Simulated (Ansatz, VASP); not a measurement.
# Ti: VASP and Ansatz over several settings

```xyz
3
Lattice="4.5674 0.0000 0.0000 -2.2837 3.9555 0.0000 0.0000 0.0000 2.8262" Properties=species:S:1:pos:R:3 pbc="T T T"
Ti    2.2837    1.3185    1.4131
Ti    0.0000    2.6370    1.4131
Ti    0.0000    0.0000    0.0000
```

Single points on this cell with VASP 6.6.1 and Ansatz 0.2.0. Each row is one pair of runs. Alike in all rows: spin: off; k mesh: 7 × 7 × 9; VASP's potentials, cutoff: VASP PAW PBE potentials, release 64 (Ti_sv), 520 eV; Ansatz's potentials, cutoff: Ansatz PAW, 420 eV.

| level | smearing | gap on the k mesh at the Fermi level (eV), VASP | gap on the k mesh at the Fermi level (eV), Ansatz | pressure (GPa), VASP | pressure (GPa), Ansatz |
| --- | --- | --- | --- | --- | --- |
| PBEsol+U (Ti d U = 4.0 eV) | fermi-dirac, width 0.05 eV | none | none | 6.1 | 2.4 |
| PBEsol+U (Ti d U = 5.0 eV) | fermi-dirac, width 0.05 eV | none | none | 8.9 | 4.5 |
| PBEsol+U (Ti d U = 6.0 eV) | fermi-dirac, width 0.05 eV | none | none | 11.7 | 7.1 |
| PBEsol+U (Ti d U = 8.0 eV) | fermi-dirac, width 0.05 eV | none | none | - | - |
| PBE | gaussian, width 0.019 eV | none | none | 0.5 | 0.8 |
| PBE | gaussian, width 0.02 eV | ? | none | ? | 0.8 |
| PBE | gaussian, width 0.022 eV | none | none | 0.6 | 0.8 |

Fill in what VASP gave in row 6.

gap on the k mesh at the Fermi level (eV): none; pressure (GPa): 0.6.

A gap of «none» marks a metal or a gap that the smearing closes.
